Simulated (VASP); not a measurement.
Write the native input for VASP 6.6.1 that does the following.

```
Task                   : electric field gradients
Functional             : PBEsol
Potentials or basis    : VASP PAW PBE potentials, release 64 (Bi_d, Te)
Cutoff                 : 520 eV
k mesh                 : 7 × 7 × 7
Occupations            : fermi-dirac, width 0.08 eV
Spin                   : no spin polarisation
Dipole correction      : no
Further INCAR settings : ALGO = Normal; EDIFF = 1e-08; NBANDS = 32
```

The structure of Bi2Te3 lies in POSCAR:

```
Bi2Te3
1.0
    2.3644775503      1.4515095211     10.2175569503
   -2.0215235665      1.3857195043     10.1517669336
    0.1145011661     -2.3797738754     10.1276861161
Bi Te
2 3
Direct
    0.4000000000      0.4000000000      0.4000000000
    0.6000000000      0.6000000000      0.6000000000
    0.0000000000      0.0000000000      0.0000000000
    0.2095000000      0.2095000000      0.2095000000
    0.7905000000      0.7905000000      0.7905000000
```

This cell differs from its parent crystal: equal xy, yz and zx shear strains of +3 %.

These files were run (other wordings do the same):

INCAR

```
SYSTEM = Bi2Te3
  PREC = Accurate
  ENCUT = 520
  EDIFF = 1E-8
  ISMEAR = -1
  SIGMA = 0.08
  LREAL = .FALSE.
  LASPH = .TRUE.
  NELM = 80
  ALGO = Normal
  ISIF = 2
  LWAVE = .FALSE.
  LCHARG = .FALSE.
  GGA = PS
  LEFG = .TRUE.
  NBANDS = 32
  KPAR = 4
```

KPOINTS

```
Automatic mesh
0
G
  7 7 7
  0 0 0
```

Potentials or basis: VASP PAW PBE potentials, release 64 (Bi_d, Te).

Run with:

```console
$ cat potpaw_PBE.64/Bi_d/POTCAR potpaw_PBE.64/Te/POTCAR > POTCAR
$ mpirun -np 4 vasp_std > vasp.out
```

Results of the run:

| Item | Value |
| --- | --- |
| Pressure | -0.5 GPa |
| Largest force | 0.237 eV/Å |
| Band gap on the k mesh | 0.20 eV, direct |

Caveat: the cell differs from its parent crystal (equal xy, yz and zx shear strains of +3 %); without QUAD_EFG the Cq values of the log hold for a quadrupole moment of 1 mb, not for the nuclei; the PAW data sets were made with another functional, which shifts forces and pressure a little; spin-orbit coupling is left out, which moves the levels of the heavy elements.

Wall time 15 min on 4 MPI ranks on Intel(R) Xeon(R) Platinum 8488C (Sapphire Rapids) (shared host), peak memory 1.5 GiB a rank.
